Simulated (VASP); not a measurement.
Input of a VASP 6.6.1 run:

INCAR

```
SYSTEM = V
PREC     = Accurate       ! precision mode
ENCUT    = 500            ! plane-wave cutoff, eV
EDIFF    = 1E-6           ! SCF threshold, eV
ISMEAR   = -1             ! smearing method
SIGMA    = 0.1            ! smearing width, eV
LREAL    = .False.        ! projectors in reciprocal space
LASPH    = .True.         ! aspherical terms in the spheres
NELM     = 200            ! most SCF steps
ALGO     = Normal         ! electronic algorithm
ISIF     = 2              ! what is computed and relaxed
LWAVE    = .False.        ! write WAVECAR
LCHARG   = .False.        ! write CHGCAR
ISPIN    = 2              ! spin polarisation
MAGMOM   = 0              ! initial moments
LORBIT   = 11             ! projections on sites
LMAXMIX  = 4              ! l up to which the mixer works
GGA      = PE             ! functional
NBANDS   = 16             ! bands
GGA_COMPAT= .False.
```

File KPOINTS:

```
regular mesh
0
Gamma
  8 8 8
  0 0 0
```

The input POSCAR:

```
V
1.0
   -1.5760760000      1.5760760000      1.5760760000
    1.5760760000     -1.5760760000      1.5760760000
    1.5760760000      1.5760760000     -1.5760760000
V
1
Direct
    0.0000000000      0.0000000000      0.0000000000
```

Potentials or basis: VASP PAW PBE potentials, release 64 (V_sv).

The run is started by

```sh
$ cat potpaw_PBE.64/V_sv/POTCAR > POTCAR
$ mpirun -np 1 vasp_std > vasp.out
```

Estimate the pressure.

-20.5 GPa.

Predict the net moment.

0.00 μB per cell.
